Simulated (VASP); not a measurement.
Cu: single point with PBE

Cu:

```
Cu
1.0
     2.53410    0.00000    0.00000
    -1.26705    2.19459    0.00000
     0.00000    0.00000    4.11257
Cu
2
Direct
  0.66667 0.33333 0.75000
  0.33333 0.66667 0.25000
```

| Quantity | Value |
| --- | --- |
| Program | VASP 6.6.1 |
| Task | single point |
| Functional | PBE |
| Potentials or basis | VASP PAW PBE potentials, release 64 (Cu) |
| Cutoff | 520 eV |
| k mesh | 10 × 10 × 6 |
| Occupations | fermi-dirac, width 0.1 eV |
| Spin | no spin polarisation |
| Dipole correction | no |
| Further INCAR settings | ALGO = Normal; EDIFF = 1e-07; NBANDS = 18 |

The pressure is 8.0 GPa and the band gap on the k mesh is zero (band 11 reaches 11.10 eV, above the bottom of band 12 at 5.99 eV).

Stress tensor (GPa, compression positive):
```
7.79 0.00 0.00
0.00 7.79 0.00
0.00 0.00 8.31
```

Levels at points of the mesh, in eV from the Fermi level:
| k point | band 9 | band 10 | band 11 | band 12 | band 13 | band 14 |
| --- | --- | --- | --- | --- | --- | --- |
| (0.00, 0.00, 0.00) | -2.50 | -1.71 | -1.71 | -0.97 | 4.07 | 21.59 |
| (0.50, 0.00, 0.00) | -1.55 | -1.51 | 0.05 | 1.66 | 8.00 | 8.43 |
| (0.00, 0.00, 0.50) | -1.94 | -1.94 | -1.94 | -1.94 | 12.95 | 12.95 |
| (0.50, 0.00, 0.50) | -1.55 | -1.55 | 0.52 | 0.52 | 5.06 | 5.06 |

It took 13 s on 1 thread of Intel(R) Xeon(R) Platinum 8488C (Sapphire Rapids) (shared host), peak memory 0.14 GiB.
